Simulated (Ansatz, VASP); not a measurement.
# One calculation of SiC, two programs

```
CELL_PARAMETERS angstrom
0.00000 2.31098 2.31098
2.31098 0.00000 2.31098
2.23857 2.23857 0.07241
ATOMIC_POSITIONS crystal
Si 0.00000 0.00000 0.00000
C 0.75000 0.75000 0.75000
```

Alike in both runs: task single point; functional PBE; k mesh 12 × 12 × 12; occupations gaussian, width 0.05 eV; no spin polarisation.

|  | VASP | Ansatz |
| --- | --- | --- |
| version | VASP 6.6.1 | Ansatz 0.2.0 |
| potentials or method | VASP PAW PBE potentials, release 64 (Si, C), cutoff 520 eV | scalar-relativistic, plane waves, PAW |
| valence electrons in the cell | 8 | 8 |

```tsv
	VASP	Ansatz	Ansatz less VASP
gap on the k mesh at the Fermi level (eV)	1.32	1.32	+0.004
least direct gap on the mesh (eV)	4.13	4.13	+0.002
pressure (GPa)	-18.7	-18.7	0.00
traceless stress, the component that is largest in VASP (GPa)	6.40	6.38	-0.026
rms of the force components (eV/Å)	0.134	0.134	-0.0003
```

Atom by atom the forces differ by 0.000 eV/Å (rms over components). The functional is the same, so the differences come from potentials, cutoffs and numerics.
